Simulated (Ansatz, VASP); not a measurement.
Two plane-wave programs on Sb

INCAR

```
SYSTEM = Sb
PREC     = Accurate       ! precision mode
ENCUT    = 520            ! plane-wave cutoff, eV
EDIFF    = 1E-6           ! SCF threshold, eV
ISMEAR   = 0              ! smearing method
SIGMA    = 0.15           ! smearing width, eV
LREAL    = .False.        ! projectors in reciprocal space
LASPH    = .True.         ! aspherical terms in the spheres
NELM     = 80             ! most SCF steps
ALGO     = Normal         ! electronic algorithm
ISIF     = 2              ! what is computed and relaxed
LWAVE    = .False.        ! write WAVECAR
LCHARG   = .False.        ! write CHGCAR
GGA      = PS             ! functional
NBANDS   = 12             ! bands
```

KPOINTS

```
Automatic mesh
0
Gamma
  12 12 12
  0 0 0
```

The input POSCAR:

```
Sb
1.0
    2.1506003320      1.2416496806      3.7440000000
   -2.1506003320      1.2416496806      3.7440000000
    0.0000000000     -2.4832993611      3.7440000000
Sb
2
Direct
    0.1680337242      0.2173529843      0.2354050864
    0.7663600000      0.7663600000      0.7663600000
```

Input for Ansatz:

```yaml
crystal:
  lattice:
    - [2.150600332, 1.2416496806, 3.744]
    - [-2.150600332, 1.2416496806, 3.744]
    - [0.0, -2.4832993611, 3.744]
  atoms:
    - { symbol: Sb, position: [0.1680337242, 0.2173529843, 0.2354050864] }
    - { symbol: Sb, position: [0.76636, 0.76636, 0.76636] }
basis:
  ecutwfc: 420
kpoints:
  mp_grid: { grid: [12, 12, 12] }
hamiltonian:
  xc: pbesol
scf:
  occupations: { method: gaussian, width: 0.15 }
output:
  forces: true
  stress: true
  eigenvalues: true
```

Alike in both runs: task single point; functional PBEsol; k mesh 12 × 12 × 12; occupations gaussian, width 0.15 eV; no spin polarisation.

|  | VASP | Ansatz |
| --- | --- | --- |
| version | VASP 6.6.1 | Ansatz 0.2.0 |
| potentials or method | VASP PAW PBE potentials, release 64 (Sb), cutoff 520 eV | scalar-relativistic, plane waves, PAW |
| valence electrons in the cell | 10 | 30 |

|  | VASP | Ansatz | Ansatz less VASP |
| --- | --- | --- | --- |
| gap on the k mesh at the Fermi level (eV) | none | none | - |
| pressure (GPa) | 6.6 | 6.1 | -0.46 |
| traceless stress, the component that is largest in VASP (GPa) | 3.25 | 2.96 | -0.293 |
| rms of the force components (eV/Å) | 1.401 | 1.344 | -0.0572 |

VASP's potentials were made for PBE, not for PBEsol. Atom by atom the forces differ by 0.057 eV/Å (rms over components). A gap of «none» marks a metal or a gap that the smearing closes. The functional is the same, so the differences come from potentials, cutoffs and numerics. VASP's potentials hold 10 valence electrons a cell and Ansatz's 30, so a difference there can come from the potentials and not from the codes.

Spin-orbit coupling is off throughout.
